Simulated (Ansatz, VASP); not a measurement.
Two plane-wave programs on Cl

```
Cl
1.0
    10.00000    0.00000    0.00000
     0.00000   10.50000    0.00000
     0.00000    0.00000   11.00000
Cl
2
Direct
  0.50000 0.50000 0.40961
  0.50000 0.50000 0.59039
```

Alike in both runs: task single point; functional r2SCAN; k mesh 1 × 1 × 1; occupations gaussian, width 0.01 eV; no spin polarisation.

```csv
,VASP,Ansatz
version,VASP 6.6.1,Ansatz 0.2.0
potentials or method,"VASP PAW PBE potentials, release 64 (Cl), cutoff 440 eV","scalar-relativistic, plane waves, PAW"
valence electrons in the cell,14,14
```

VASP gave:

- gap on the k mesh at the Fermi level (eV): 3.50
- rms of the force components (eV/Å): 0.099

**Question.** What did Ansatz give for the same quantities?

**Answer.** gap on the k mesh at the Fermi level (eV): 3.47; rms of the force components (eV/Å): 0.026.

VASP's potentials were made for PBE, not for r2SCAN. Atom by atom the forces differ by 0.125 eV/Å (rms over components). One of these differences is far larger than is usual between the two programs; its cause wasn't traced.
